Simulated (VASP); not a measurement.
# Fe (Im-3m) in VASP: single point with HSE06

Aim: the single point of Fe with HSE06.

Everything below comes from runs of VASP 6.6.1. Logs are shortened: lines on timing, memory, paths and dates and some standing lists are left out, and cuts for length are marked.

## (1) The cell of the first run

Symmetry: Im-3m, No. 229, cubic system. Conventional cell: a = 2.898 Å, b = 2.898 Å, c = 2.898 Å, α = 90.00°, β = 90.00°, γ = 90.00°. Within 3.3 Å of Fe (site symmetry m-3m) lie 14 Fe at 2.51 to 2.90 Å.

## (2) Single point, HSE06, collinear spin, ferromagnetic start

Input file POSCAR:

```
Fe
1.0
    2.8980000000      0.0000000000      0.0000000000
    0.0000000000      2.8980000000      0.0000000000
    0.0000000000      0.0000000000      2.8980000000
Fe
2
Direct
    0.0000000000      0.0000000000      0.0000000000
    0.5000000000      0.5000000000      0.5000000000
```

Input file INCAR.step1:

```
SYSTEM = Fe
ALGO = Normal
EDIFF = 1E-5
ENCUT = 520
GGA = PE
GGA_COMPAT = .False.
ISIF = 2
ISMEAR = -1
ISPIN = 2
LASPH = .True.
LCHARG = .False.
LMAXMIX = 4
LORBIT = 11
LREAL = .False.
LWAVE = .True.
MAGMOM = 3.29 3.29
NBANDS = 19
NELM = 200
PREC = Accurate
SIGMA = 0.05
```

Input file INCAR.step2:

```
SYSTEM = Fe
ALGO = Normal
EDIFF = 1E-6
ENCUT = 520
GGA = PE
GGA_COMPAT = .False.
HFSCREEN = 0.2079
ISIF = 2
ISMEAR = -1
ISPIN = 2
ISTART = 1
LASPH = .True.
LCHARG = .False.
LHFCALC = .True.
LMAXMIX = 4
LORBIT = 11
LREAL = .False.
LWAVE = .False.
MAGMOM = 3.29 3.29
NBANDS = 19
NELM = 200
PREC = Accurate
PRECFOCK = Normal
SIGMA = 0.05
```

Input file KPOINTS:

```
k-points
0
Gamma
  5 5 5
  0 0 0
```

Potentials or basis: VASP PAW PBE potentials, release 64 (Fe).

Run with:

```bash
$ cat potpaw_PBE.64/Fe/POTCAR > POTCAR
$ cp INCAR.step1 INCAR
$ mpirun -np 1 vasp_std > vasp.out
$ cp INCAR.step2 INCAR
$ mpirun -np 1 vasp_std > vasp.out
```

OUTCAR:

```text
SYSTEM = Fe
   EDIFF = 1E-6
   ENCUT = 520
   GGA = PE
   HFSCREEN = 0.2079
   ISIF = 2
   ISMEAR = -1
   ISPIN = 2
   ISTART = 1
   LASPH = .True.
   LHFCALC = .True.
   LORBIT = 11
   LREAL = .False.
   NELM = 200
   PREC = Accurate
   PRECFOCK = Normal

 ion  position               nearest neighbor table
   1  0.000  0.000  0.000-   2 2.51   2 2.51   2 2.51   2 2.51   2 2.51   2 2.51   2 2.51   2 2.51

   2  0.500  0.500  0.500-   1 2.51   1 2.51   1 2.51   1 2.51   1 2.51   1 2.51   1 2.51   1 2.51

  LATTYP: Found a simple cubic cell.
 ALAT       =     2.8980000000

  Lattice vectors:

 A1 = (   2.8980000000,   0.0000000000,   0.0000000000)
 A2 = (   0.0000000000,   2.8980000000,   0.0000000000)
 A3 = (   0.0000000000,   0.0000000000,   2.8980000000)

Analysis of symmetry for initial positions (statically):
=====================================================================
 Subroutine PRICEL returns following result:

  LATTYP: Found a body centered cubic cell.
 ALAT       =     2.8980000000
[... 12 lines left out ...]
 Subroutine GETGRP returns: Found 48 space group operations
 (whereof 48 operations were pure point group operations)
 out of a pool of 48 trial point group operations.

The static configuration has the point symmetry O_h .

Analysis of symmetry for dynamics (positions and initial velocities):
=====================================================================
 Subroutine PRICEL returns following result:

  LATTYP: Found a body centered cubic cell.
 ALAT       =     2.8980000000
[... 12 lines left out ...]
 Subroutine GETGRP returns: Found 48 space group operations
 (whereof 48 operations were pure point group operations)
 out of a pool of 48 trial point group operations.

The dynamic configuration has the point symmetry O_h .

Analysis of structural, dynamic, and magnetic symmetry:
=====================================================================
 Subroutine PRICEL returns following result:

  LATTYP: Found a body centered cubic cell.
 ALAT       =     2.8980000000
[... 12 lines left out ...]
 Subroutine GETGRP returns: Found 48 space group operations
 (whereof 48 operations were pure point group operations)
 out of a pool of 48 trial point group operations.

The overall configuration has the point symmetry O_h .

 Subroutine INISYM returns: Found 48 space group operations
 (whereof 48 operations are pure point group operations),
 and found     2 'primitive' translations

----------------------------------------------------------------------------------------

                                     Primitive cell

  volume of cell :      12.1693

  direct lattice vectors                    reciprocal lattice vectors
     1.449000000  1.449000000 -1.449000000     0.345065562  0.345065562  0.000000000
    -1.449000000  1.449000000  1.449000000    -0.000000000  0.345065562  0.345065562
     1.449000000 -1.449000000  1.449000000     0.345065562  0.000000000  0.345065562

  length of vectors
     2.509741620  2.509741620  2.509741620     0.487996398  0.487996398  0.487996398

  position of ions in fractional coordinates (direct lattice)
     0.000000000  0.000000000  0.000000000

  ion indices of the primitive-cell ions
   primitive index   ion index
                 1           1

----------------------------------------------------------------------------------------

 KPOINTS: k-points

Automatic generation of k-mesh.
 Grid dimensions read from file:
 generate k-points for:    5    5    5

 Generating k-lattice:

  Cartesian coordinates                     Fractional coordinates (reciprocal lattice)
     0.069013112  0.000000000  0.000000000     0.200000000  0.000000000  0.000000000
     0.000000000  0.069013112  0.000000000     0.000000000  0.200000000  0.000000000
     0.000000000  0.000000000  0.069013112     0.000000000  0.000000000  0.200000000

  Length of vectors
     0.069013112  0.069013112  0.069013112

  Shift w.r.t. Gamma in fractional coordinates (k-lattice)
     0.000000000  0.000000000  0.000000000

 Subroutine IBZKPT returns following result:
 ===========================================

 Found     10 irreducible k-points:

 Following reciprocal coordinates:
            Coordinates               Weight
  0.000000  0.000000  0.000000      1.000000
  0.200000  0.000000  0.000000      6.000000
  0.400000  0.000000  0.000000      6.000000
  0.200000  0.200000  0.000000     12.000000
  0.400000  0.200000  0.000000     24.000000
  0.400000  0.400000  0.000000     12.000000
  0.200000  0.200000  0.200000      8.000000
  0.400000  0.200000  0.200000     24.000000
  0.400000  0.400000  0.200000     24.000000
  0.400000  0.400000  0.400000      8.000000
   k-points           NKPTS =     10   k-points in BZ     NKDIM =    125   number of bands    NBANDS=     19
   number of dos      NEDOS =    301   number of ions     NIONS =      2
   total plane-waves  NPLWV =  13824
   dimension x,y,z NGX =    24 NGY =   24 NGZ =   24
   dimension x,y,z NGXF=    48 NGYF=   48 NGZF=   48
   ions per type =               2
   NGX,Y,Z   is equivalent  to a cutoff of  13.77, 13.77, 13.77 a.u.
   NGXF,Y,Z  is equivalent  to a cutoff of  27.54, 27.54, 27.54 a.u.
 SYSTEM =  Fe
   PREC   = accura    normal or accurate (medium, high low for compatibility)
   ISTART =      1    job   : 0-new  1-cont  2-samecut
   ICHARG =      0    charge: 1-file 2-atom 10-const
   ISPIN  =      2    spin polarized calculation?
   LNONCOLLINEAR =      F non collinear calculations
   LSORBIT =      F    spin-orbit coupling
   LASPH  =      T    aspherical Exc in radial PAW
   ENCUT  =  520.0 eV  38.22 Ry    6.18 a.u.   5.39  5.39  5.39*2*pi/ulx,y,z
   NELM   =    200;   NELMIN=  2; NELMDL=  0     # of ELM steps
   EDIFF  = 0.1E-05   stopping-criterion for ELM
   LREAL  =      F    real-space projection
   EDIFFG = 0.1E-04   stopping-criterion for IOM
   NSW    =      0    number of steps for IOM
   IBRION =     -1    ionic relax: 0-MD 1-quasi-New 2-CG
   NFREE  =      0    steps in history (QN), initial steepest desc. (CG)
   ISIF   =      2    stress and relaxation
   ISYM   =      3    0-nonsym 1-usesym 2-fastsym
   POTIM  = 0.5000    time-step for ionic-motion
   TEBEG  =    0.0;   TEEND  =   0.0 temperature during run
   PSTRESS=    0.0 pullay stress
   NELECT =      16.0000    total number of electrons
   NUPDOWN=      -1.0000    fix difference up-down
   EMIN   =  10.00;   EMAX   =-10.00  energy-range for DOS
   EFERMI =   0.00;   METHOD = LEGACY
   ISMEAR =    -1;   SIGMA  =   0.05  broadening in eV -4-tet -1-fermi 0-gaus
   EFERMI_NEDOS =   21; number of points for ismear=-14 and -15
   IALGO  =     38    algorithm
   IMIX   =      1    mixing-type and parameters
     AMIX     =   0.40;   BMIX     =  1.00
     AMIX_MAG =   1.60;   BMIX_MAG =  1.00
  volume/ion in A,a.u.               =      12.17        82.12
  Fermi-wavevector in a.u.,A,eV,Ry     =   1.423475  2.689977 27.569219  2.026280
  Thomas-Fermi vector in A             =   2.544068
   LORBIT       =     11    0 simple, 1 ext, 2 COOP (PROOUT), +10 PAW based schemes
   GGA     = PE    functional components
   LHFCALC =     T    Hartree Fock is set to
   PRECFOCK=normal    Normal, Fast or Accurate (Low or Medium for compatibility)
   ENCUT4O =  -1.0   cutoff for four orbital integrals eV
   NKREDX  =     1    reduce k-point grid by
   NKREDY  =     1    reduce k-point grid by
   NKREDZ  =     1    reduce k-point grid by
   AEXX    =    0.2500 exact exchange contribution
   HFSCREEN=    0.2079 screening length (either q_TF or 0.3 A-1)
   HFSCREENC=   0.2079 screening length for correlation (either q_TF or 0.3 A-1)
   ENCUTFOCK=  -1.0 apply spherical cutoff to Coloumb kernel
   IVDW    =     0    specifies the selected vdW correction
   LEPSILON=     F    determine dielectric tensor
   LRPA    =     F    only Hartree local field effects (RPA)
 spin polarized calculation
  energy-cutoff  :      520.00
  volume of cell :       24.34
 maximum number of plane-waves:       691
 NGX is ok and might be reduce to    24
  NGX = 18; NGY = 18; NGZ = 18

 number of electron      15.9999983 magnetization       5.4914801

 Free energy of the ion-electron system (eV)
  ---------------------------------------------------
  ext. energy  EPLUGINS =         0.00000000
  ---------------------------------------------------
  free energy    TOTEN  =       -23.11543991 eV

  energy without entropy =      -23.10960273  energy(sigma->0) =      -23.11252132

 E-fermi :   5.4618     XC(G=0): -10.3596

 val. band max:        5.4357681049   @ k =   0.2000   0.2000   0.2000
 cond. band min:       5.6880761559   @ k =   0.4000   0.2000   0.0000
 fundamental gap:      0.2523080510
 Fermi energy:         5.4618446240

 spin component 1

 k-point     1 :       0.0000    0.0000    0.0000
  band No.  band energies     occupation
      1      -3.7749      1.00000
      2      -1.6333      1.00000
      3      -1.6333      1.00000
      4       0.4140      1.00000
      5       0.4140      1.00000
      6       0.4140      1.00000
[... 196 lines left out ...]
      5       0.1425      1.00000
      6       0.3351      1.00000
[... 11 lines left out ...]
     18      20.3271      0.00000
     19      38.0966      0.00000
 Fermi energy:         5.4618446240

 spin component 2

 k-point     1 :       0.0000    0.0000    0.0000
  band No.  band energies     occupation
      1      -4.4534      1.00000
      2       2.6324      1.00000
      3       2.6325      1.00000
      4       6.2268      0.00000
      5       6.2269      0.00000
      6       6.2269      0.00000
[... 197 lines left out ...]
      6       3.6021      1.00000
[... 11 lines left out ...]
     18      20.9952      0.00000
     19      37.7906      0.00000

------------------------ aborting loop because EDIFF is reached ----------------------------------------

  FORCE on cell =-STRESS in cart. coord.  units (eV):
  Direction    XX          YY          ZZ          XY          YZ          ZX
  --------------------------------------------------------------------------------------
  -------------------------------------------------------------------------------------
  Total       -0.1709697     -0.1709697     -0.1709697     -0.0000000      0.0000000     -0.0000000
  in kB      -11.2547200    -11.2547200    -11.2547200     -0.0000000      0.0000000     -0.0000000
  external PRESSURE =     -11.2547200 kB  Pullay stress =       0.0000000 kB

 VOLUME and BASIS-vectors are now :
 -----------------------------------------------------------------------------
  energy-cutoff  :      520.00
  volume of cell :       24.34
      direct lattice vectors                 reciprocal lattice vectors
     2.898000000  0.000000000  0.000000000     0.345065562  0.000000000  0.000000000
     0.000000000  2.898000000  0.000000000     0.000000000  0.345065562  0.000000000
     0.000000000  0.000000000  2.898000000     0.000000000  0.000000000  0.345065562

 POSITION                                       TOTAL-FORCE (eV/Angst)
 -----------------------------------------------------------------------------------
      0.00000      0.00000      0.00000         0.000000     -0.000000      0.000000
      1.44900      1.44900      1.44900        -0.000000      0.000000     -0.000000
 -----------------------------------------------------------------------------------
    total drift:                                0.000007      0.000011      0.000006

  FREE ENERGIE OF THE ION-ELECTRON SYSTEM (eV)
  ---------------------------------------------------
  free  energy   TOTEN  =       -23.1154399062 eV

  energy  without entropy=      -23.1096027328  energy(sigma->0) =      -23.11252132

 total charge

# of ion       s       p       d       tot
------------------------------------------
    1        0.470   0.519   6.173   7.161
    2        0.470   0.519   6.173   7.161
--------------------------------------------------
tot          0.940   1.038  12.345  14.323

 magnetization (x)

# of ion       s       p       d       tot
------------------------------------------
    1       -0.043  -0.166   3.042   2.832
    2       -0.043  -0.166   3.042   2.832
--------------------------------------------------
tot         -0.087  -0.333   6.083   5.663
```

Wall time 23 min (1 thread of Intel Xeon Platinum 8124M at 3.00GHz (Skylake/Cascade Lake), shared host); peak memory 0.25 GiB.

Results:

```yaml
Free_energy: -23.1154 eV
Pressure: -1.1 GPa
Net_moment: 5.49 μB per cell
Site_moments: Fe +2.83 μB
Valence_electrons_inside_the_program's_atomic_spheres: Fe 7.16
```

Caveat: the k points lie up to 0.43 Å⁻¹ apart; the PAW data sets were made with another functional, which shifts forces and pressure a little.
